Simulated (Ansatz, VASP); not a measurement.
# One calculation of AlRu, two programs

Contents of INCAR:

```
  ALGO = Normal
  EDIFF = 1E-7
  ENCUT = 520
  GGA = PS
  ISIF = 2
  ISMEAR = -1
  LASPH = True
  LCHARG = False
  LREAL = False
  LWAVE = False
  NBANDS = 16
  NELM = 100
  PREC = Accurate
  SIGMA = 0.08
```

KPOINTS

```
k-points
0
Gamma
  14 14 14
```

File POSCAR:

```
AlRu
1.0
    2.9916000000      0.0000000000      0.0000000000
    0.0000000000      2.9916000000      0.0000000000
    0.0000000000      0.0000000000      2.9916000000
Al Ru
1 1
Direct
    0.0000000000      0.0000000000      0.0000000000
    0.5000000000      0.5000000000      0.5000000000
```

Input for Ansatz:

```yaml
crystal:
  lattice:
    - [2.9916, 0.0, 0.0]
    - [0.0, 2.9916, 0.0]
    - [0.0, 0.0, 2.9916]
  atoms:
    - { symbol: Al, position: [0.0, 0.0, 0.0] }
    - { symbol: Ru, position: [0.5, 0.5, 0.5] }
kpoints:
  mp_grid: { grid: [14, 14, 14] }
  band_path:
    path:
      - [0.0, 0.0, 0.0]
      - [0.0, 0.5, 0.0]
      - [0.5, 0.5, 0.0]
      - [0.0, 0.0, 0.0]
      - [0.5, 0.5, 0.5]
      - [0.0, 0.5, 0.0]
      - [0.5, 0.5, 0.5]
      - [0.5, 0.5, 0.0]
    npoints: 5
scf:
  occupations: { method: fermi_dirac, width: 0.08 }
hamiltonian:
  xc: pbesol
  pseudopotentials: { kind: all_electron, lapw: { basis_error: 0.0005 } }
output:
  forces: true
  stress: true
  eigenvalues: true
```

Alike in both runs: task single point; functional PBEsol; k mesh 14 × 14 × 14; occupations fermi-dirac, width 0.08 eV; no spin polarisation.

|  | VASP | Ansatz |
| --- | --- | --- |
| version | VASP 6.6.1 | Ansatz 0.2.0 |
| potentials or method | VASP PAW PBE potentials, release 64 (Al, Ru_pv), cutoff 520 eV | all-electron LAPW, scalar-relativistic |

Ansatz gave:

```
pressure (GPa) : -3.2
```

Q: Estimate VASP's values.

A: Pressure (GPa): -3.1.

VASP's potentials were made for PBE, not for PBEsol. Ansatz ran all-electron here, and VASP with PAW potentials.
